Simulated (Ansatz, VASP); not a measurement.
**S in VASP and in Ansatz**

```
S
1.0
   -16.82983  -16.82983    0.00000
   -16.82983   16.82983    0.00000
    16.82983    0.00000  -20.44748
S
15
Direct
  0.86168 0.34098 0.58815
  0.36263 0.86261 0.58385
  0.36806 0.76808 0.53615
  0.77112 0.33606 0.52856
  0.26810 0.86804 0.53615
  0.86168 0.24717 0.58815
  0.36263 0.72124 0.58385
  0.72157 0.36073 0.58284
  0.22126 0.86261 0.58385
  0.77112 0.19250 0.52856
  0.26810 0.66811 0.53615
  0.66303 0.27237 0.54475
  0.16813 0.76808 0.53615
  0.72157 0.22211 0.58284
  0.22126 0.72124 0.58385
```

Change from the starting cell: S vacancy, atoms relaxed.

Alike in both runs: functional PBE; dispersion D3(BJ); k mesh 1 × 1 × 1; occupations gaussian, width 0.05 eV; no spin polarisation.

Ansatz relaxed the structure, and its values are those at the end. VASP's run is a single point on that final structure, the one shown.

|  | VASP | Ansatz |
| --- | --- | --- |
| version | VASP 6.6.1 | Ansatz 0.2.0 |
| potentials or method | VASP PAW PBE potentials, release 64 (S), cutoff 520 eV | scalar-relativistic, plane waves, PAW |
| valence electrons in the cell | 90 | 90 |

Ansatz gave:

```
gap on the k mesh at the Fermi level (eV) : 2.80
least direct gap on the mesh (eV)         : 2.80
pressure (GPa)                            : 0.0
rms of the force components (eV/Å)        : 0.002
```

Which values does VASP return?

gap on the k mesh at the Fermi level (eV): 2.84; least direct gap on the mesh (eV): 2.84; pressure (GPa): 0.0; rms of the force components (eV/Å): 0.072.

Ansatz's warnings: stress scf threshold loose.
